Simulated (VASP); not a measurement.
# Na2S (Fm-3m) in VASP: single point with PBEsol

Aim: the single point of Na2S with PBEsol.

All numbers are computed with VASP 6.6.1; they aren't measurements. Logs are shortened: lines on timing, memory, paths and dates and some standing lists are left out, and cuts for length are marked.

### 1 The cell of the first run

The structure is cubic, space group Fm-3m (No. 225). The conventional cell has a = 6.547 Å, b = 6.547 Å, c = 6.547 Å, α = 90.00°, β = 90.00°, γ = 90.00°. Na (site symmetry -43m) has 4 S at 2.83 Å and 6 Na at 3.27 Å within 3.7 Å. S (site symmetry m-3m) has 8 Na at 2.83 Å within 3.7 Å.

### 2 Single point, PBEsol

File INCAR:

```
SYSTEM = Na2S
ALGO = Normal ; EDIFF = 1E-6
ENCUT = 500 ; GGA = PS
GGA_COMPAT = .False. ; ISIF = 2
ISMEAR = 0 ; LASPH = .True.
LCHARG = .False. ; LREAL = .False.
LWAVE = .False. ; NBANDS = 17
NELM = 120 ; PREC = Accurate
SIGMA = 0.01
```

File KPOINTS:

```
k-points
0
Gamma
  6 6 6
  0 0 0
```

File POSCAR:

```
Na2S
1.0
    0.0000000000      3.2735000000      3.2735000000
    3.2735000000      0.0000000000      3.2735000000
    3.2735000000      3.2735000000      0.0000000000
Na S
2 1
Direct
    0.2500000000      0.2500000000      0.2500000000
    0.7500000000      0.7500000000      0.7500000000
    0.0000000000      0.0000000000      0.0000000000
```

Potentials or basis: VASP PAW PBE potentials, release 64 (Na_pv, S).

The run is started by

```sh
cat potpaw_PBE.64/Na_pv/POTCAR potpaw_PBE.64/S/POTCAR > POTCAR
mpirun -np 1 vasp_std > vasp.out
```

OUTCAR:

```text
SYSTEM = Na2S
   EDIFF = 1E-6
   ENCUT = 500
   GGA = PS
   ISIF = 2
   ISMEAR = 0
   LASPH = .True.
   LREAL = .False.
   NELM = 120
   PREC = Accurate

 ion  position               nearest neighbor table
   1  0.250  0.250  0.250-
   2  0.750  0.750  0.750-
   3  0.000  0.000  0.000-

  LATTYP: Found a face centered cubic cell.
 ALAT       =     6.5470000000

  Lattice vectors:

 A1 = (   0.0000000000,   3.2735000000,   3.2735000000)
 A2 = (   3.2735000000,   0.0000000000,   3.2735000000)
 A3 = (   3.2735000000,   3.2735000000,   0.0000000000)

Analysis of symmetry for initial positions (statically):
=====================================================================
 Subroutine PRICEL returns:
 Original cell was already a primitive cell.

 Routine SETGRP: Setting up the symmetry group for a
 face centered cubic supercell.

 Subroutine GETGRP returns: Found 48 space group operations
 (whereof 48 operations were pure point group operations)
 out of a pool of 48 trial point group operations.

The static configuration has the point symmetry O_h .

Analysis of symmetry for dynamics (positions and initial velocities):
=====================================================================
 Subroutine PRICEL returns:
 Original cell was already a primitive cell.

 Routine SETGRP: Setting up the symmetry group for a
 face centered cubic supercell.

 Subroutine GETGRP returns: Found 48 space group operations
 (whereof 48 operations were pure point group operations)
 out of a pool of 48 trial point group operations.

The dynamic configuration has the point symmetry O_h .

 Subroutine INISYM returns: Found 48 space group operations
 (whereof 48 operations are pure point group operations),
 and found     1 'primitive' translations

----------------------------------------------------------------------------------------

                                     Primitive cell

  volume of cell :      70.1564

  direct lattice vectors                    reciprocal lattice vectors
     0.000000000  3.273500000  3.273500000    -0.152741714  0.152741714  0.152741714
     3.273500000  0.000000000  3.273500000     0.152741714 -0.152741714  0.152741714
     3.273500000  3.273500000  0.000000000     0.152741714  0.152741714 -0.152741714

  length of vectors
     4.629428096  4.629428096  4.629428096     0.264556409  0.264556409  0.264556409

  position of ions in fractional coordinates (direct lattice)
     0.250000000  0.250000000  0.250000000
     0.750000000  0.750000000  0.750000000
     0.000000000  0.000000000  0.000000000

  ion indices of the primitive-cell ions
   primitive index   ion index
                 1           1
                 2           2
                 3           3

----------------------------------------------------------------------------------------

 KPOINTS: k-points

Automatic generation of k-mesh.
 Grid dimensions read from file:
 generate k-points for:    6    6    6

 Generating k-lattice:

  Cartesian coordinates                     Fractional coordinates (reciprocal lattice)
    -0.025456952  0.025456952  0.025456952     0.166666667  0.000000000  0.000000000
     0.025456952 -0.025456952  0.025456952     0.000000000  0.166666667  0.000000000
     0.025456952  0.025456952 -0.025456952     0.000000000  0.000000000  0.166666667

  Length of vectors
     0.044092735  0.044092735  0.044092735

  Shift w.r.t. Gamma in fractional coordinates (k-lattice)
     0.000000000  0.000000000  0.000000000

 Subroutine IBZKPT returns following result:
 ===========================================

 Found     16 irreducible k-points:

 Following reciprocal coordinates:
            Coordinates               Weight
  0.000000  0.000000  0.000000      1.000000
  0.166667  0.000000  0.000000      8.000000
  0.333333  0.000000  0.000000      8.000000
  0.500000  0.000000  0.000000      4.000000
  0.166667  0.166667  0.000000      6.000000
  0.333333  0.166667  0.000000     24.000000
[... 8 lines left out ...]
 -0.333333  0.333333  0.166667     24.000000
 -0.333333  0.500000  0.166667     12.000000
   k-points           NKPTS =     16   k-points in BZ     NKDIM =     16   number of bands    NBANDS=     17
   number of dos      NEDOS =    301   number of ions     NIONS =      3
   total plane-waves  NPLWV =  46656
   dimension x,y,z NGX =    36 NGY =   36 NGZ =   36
   dimension x,y,z NGXF=    72 NGYF=   72 NGZF=   72
   ions per type =               2   1
   NGX,Y,Z   is equivalent  to a cutoff of  12.93, 12.93, 12.93 a.u.
   NGXF,Y,Z  is equivalent  to a cutoff of  25.86, 25.86, 25.86 a.u.
 SYSTEM =  Na2S
   PREC   = accura    normal or accurate (medium, high low for compatibility)
   ISTART =      0    job   : 0-new  1-cont  2-samecut
   ICHARG =      2    charge: 1-file 2-atom 10-const
   ISPIN  =      1    spin polarized calculation?
   LNONCOLLINEAR =      F non collinear calculations
   LSORBIT =      F    spin-orbit coupling
   LASPH  =      T    aspherical Exc in radial PAW
   ENCUT  =  500.0 eV  36.75 Ry    6.06 a.u.   8.44  8.44  8.44*2*pi/ulx,y,z
   NELM   =    120;   NELMIN=  2; NELMDL= -5     # of ELM steps
   EDIFF  = 0.1E-05   stopping-criterion for ELM
   LREAL  =      F    real-space projection
   EDIFFG = 0.1E-04   stopping-criterion for IOM
   NSW    =      0    number of steps for IOM
   IBRION =     -1    ionic relax: 0-MD 1-quasi-New 2-CG
   NFREE  =      0    steps in history (QN), initial steepest desc. (CG)
   ISIF   =      2    stress and relaxation
   ISYM   =      2    0-nonsym 1-usesym 2-fastsym
   POTIM  = 0.5000    time-step for ionic-motion
   TEBEG  =    0.0;   TEEND  =   0.0 temperature during run
   PSTRESS=    0.0 pullay stress
   NELECT =      20.0000    total number of electrons
   NUPDOWN=      -1.0000    fix difference up-down
   EMIN   =  10.00;   EMAX   =-10.00  energy-range for DOS
   EFERMI =   0.00;   METHOD = LEGACY
   ISMEAR =     0;   SIGMA  =   0.01  broadening in eV -4-tet -1-fermi 0-gaus
   EFERMI_NEDOS =   21; number of points for ismear=-14 and -15
   IALGO  =     38    algorithm
   IMIX   =      4    mixing-type and parameters
     AMIX     =   0.40;   BMIX     =  1.00
     AMIX_MAG =   1.60;   BMIX_MAG =  1.00
  volume/ion in A,a.u.               =      23.39       157.81
  Fermi-wavevector in a.u.,A,eV,Ry     =   1.077447  2.036079 15.794888  1.160892
  Thomas-Fermi vector in A             =   2.213359
   LORBIT       =      0    0 simple, 1 ext, 2 COOP (PROOUT), +10 PAW based schemes
   GGA     = PS    functional components
   LHFCALC =     F    Hartree Fock is set to
   AEXX    =    0.0000 exact exchange contribution
   IVDW    =     0    specifies the selected vdW correction
   LEPSILON=     F    determine dielectric tensor
   LRPA    =     F    only Hartree local field effects (RPA)
 non-spin polarized calculation
 Gauss-broadening in eV      SIGMA  =   0.01
  energy-cutoff  :      500.00
  volume of cell :       70.16
 maximum number of plane-waves:      1807
 NGX is ok and might be reduce to    36
   NGX = 17   NGY = 17   NGZ = 17

 number of electron      19.9999989 magnetization

 Free energy of the ion-electron system (eV)
  ---------------------------------------------------
  ext. energy  EPLUGINS =         0.00000000
  ---------------------------------------------------
  free energy    TOTEN  =       -10.37288615 eV

  energy without entropy =      -10.37288615  energy(sigma->0) =      -10.37288615

 E-fermi :   0.1427     XC(G=0):  -7.9428

 val. band max:        0.0999854148   @ k =   0.0000   0.0000   0.0000
 cond. band min:       2.4575179137   @ k =   0.0000   0.0000   0.0000
 fundamental gap:      2.3575324989
 Fermi energy:         0.1426594902

 k-point     1 :       0.0000    0.0000    0.0000
  band No.  band energies     occupation
      1     -21.9713      2.00000
      2     -21.9713      2.00000
      3     -21.9713      2.00000
      4     -21.9168      2.00000
      5     -21.9168      2.00000
      6     -21.9168      2.00000
[... 9 lines left out ...]
     16       9.3914      0.00000
     17      11.1768      0.00000

 k-point     2 :       0.1667    0.0000    0.0000
  band No.  band energies     occupation
      1     -21.9690      2.00000
      2     -21.9679      2.00000
      3     -21.9679      2.00000
      4     -21.9223      2.00000
      5     -21.9207      2.00000
      6     -21.9207      2.00000
[... 9 lines left out ...]
     16       8.9212      0.00000
     17      10.5349      0.00000

 k-point     3 :       0.3333    0.0000    0.0000
  band No.  band energies     occupation
      1     -21.9621      2.00000
      2     -21.9584      2.00000
      3     -21.9584      2.00000
      4     -21.9356      2.00000
      5     -21.9311      2.00000
      6     -21.9311      2.00000
[... 9 lines left out ...]
     16       9.7828      0.00000
     17      10.3727      0.00000

 k-point     4 :       0.5000    0.0000    0.0000
  band No.  band energies     occupation
      1     -21.9531      2.00000
      2     -21.9477      2.00000
      3     -21.9458      2.00000
      4     -21.9458      2.00000
      5     -21.9442      2.00000
      6     -21.9442      2.00000
[... 9 lines left out ...]
     16      11.4682      0.00000
     17      11.4682      0.00000
[... 183 lines left out ...]
      1     -21.9838      2.00000
      2     -21.9741      2.00000
      3     -21.9619      2.00000
      4     -21.9301      2.00000
      5     -21.9220      2.00000
      6     -21.9096      2.00000
[... 9 lines left out ...]
     16      11.0724      0.00000
     17      12.1053      0.00000

 k-point    15 :      -0.3333    0.3333    0.1667
  band No.  band energies     occupation
      1     -21.9868      2.00000
      2     -21.9819      2.00000
      3     -21.9464      2.00000
      4     -21.9463      2.00000
      5     -21.9118      2.00000
      6     -21.9110      2.00000
[... 9 lines left out ...]
     16      10.5848      0.00000
     17      12.0747      0.00000

 k-point    16 :      -0.3333    0.5000    0.1667
  band No.  band energies     occupation
      1     -21.9947      2.00000
      2     -21.9858      2.00000
      3     -21.9644      2.00000
      4     -21.9279      2.00000
      5     -21.9078      2.00000
      6     -21.9045      2.00000
[... 9 lines left out ...]
     16      11.1678      0.00000
     17      11.9613      0.00000

------------------------ aborting loop because EDIFF is reached ----------------------------------------

  FORCE on cell =-STRESS in cart. coord.  units (eV):
  Direction    XX          YY          ZZ          XY          YZ          ZX
  --------------------------------------------------------------------------------------
  -------------------------------------------------------------------------------------
  Total       -0.2388904     -0.2388904     -0.2388904      0.0000000      0.0000000      0.0000000
  in kB       -5.4555976     -5.4555976     -5.4555976      0.0000000      0.0000000      0.0000000
  external PRESSURE =      -5.4555976 kB  Pullay stress =       0.0000000 kB

 VOLUME and BASIS-vectors are now :
 -----------------------------------------------------------------------------
  energy-cutoff  :      500.00
  volume of cell :       70.16
      direct lattice vectors                 reciprocal lattice vectors
     0.000000000  3.273500000  3.273500000    -0.152741714  0.152741714  0.152741714
     3.273500000  0.000000000  3.273500000     0.152741714 -0.152741714  0.152741714
     3.273500000  3.273500000  0.000000000     0.152741714  0.152741714 -0.152741714

 POSITION                                       TOTAL-FORCE (eV/Angst)
 -----------------------------------------------------------------------------------
      1.63675      1.63675      1.63675         0.000000      0.000000      0.000000
      4.91025      4.91025      4.91025        -0.000000     -0.000000     -0.000000
      0.00000      0.00000      0.00000        -0.000000     -0.000000     -0.000000
 -----------------------------------------------------------------------------------
    total drift:                                0.000000      0.000000      0.000000

  FREE ENERGIE OF THE ION-ELECTRON SYSTEM (eV)
  ---------------------------------------------------
  free  energy   TOTEN  =       -10.3728861487 eV

  energy  without entropy=      -10.3728861487  energy(sigma->0) =      -10.37288615
```

Run time: 20 s. Hardware: 1 thread of AMD EPYC 7R13 (Zen 3), shared host; peak memory 0.16 GiB.

Results:

- Free energy: -10.3729 eV
- Pressure: -0.5 GPa
- Band gap on the k mesh: 2.36 eV

Caveat: the PAW data sets were made with another functional, which shifts forces and pressure a little.
